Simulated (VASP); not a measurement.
Write the native input for VASP 6.6.1 that does the following.

```yaml
Task: single point
Functional: PBE
Potentials_or_basis: VASP PAW PBE potentials, release 64 (Si, C)
Cutoff: 520 eV
k_mesh: 4 × 4 × 4
Occupations: gaussian, width 0.05 eV
Spin: no spin polarisation
Dipole_correction: no
Further_INCAR_settings: ALGO = Normal; EDIFF = 1e-06; NBANDS = 11
```

The structure of SiC lies in POSCAR:

```
SiC
1.0
    0.0000000000      2.1740000000      2.1740000000
    2.1740000000      0.0000000000      2.1740000000
    2.1740000000      2.1740000000      0.0000000000
Si C
1 1
Direct
    0.0000000000      0.0000000000      0.0000000000
    0.7500000000      0.7500000000      0.7500000000
```

One way to write it, as run:

INCAR

```
SYSTEM = SiC
  ALGO = Normal
  EDIFF = 1E-6
  ENCUT = 520
  GGA = PE
  ISIF = 2
  ISMEAR = 0
  LASPH = .True.
  LCHARG = .True.
  LELF = .True.
  LREAL = .False.
  LVHAR = .True.
  LWAVE = .False.
  NBANDS = 11
  NELM = 60
  PREC = Accurate
  SIGMA = 0.05
```

KPOINTS

```
k-points
0
Gamma
  4 4 4
  0 0 0
```

Potentials or basis: VASP PAW PBE potentials, release 64 (Si, C).

Command:

```sh
$ cat potpaw_PBE.64/Si/POTCAR potpaw_PBE.64/C/POTCAR > POTCAR
$ mpirun -np 1 vasp_std > vasp.out
```

It gave:

The pressure is 5.2 GPa. The band gap on the k mesh is 1.30 eV, indirect (least direct gap 4.52 eV).

Caveat: the k points lie up to 0.63 Å⁻¹ apart.

Run time: 7.4 s on 1 thread of Intel Xeon 8259CL, with other jobs on the host, peak memory 0.13 GiB.
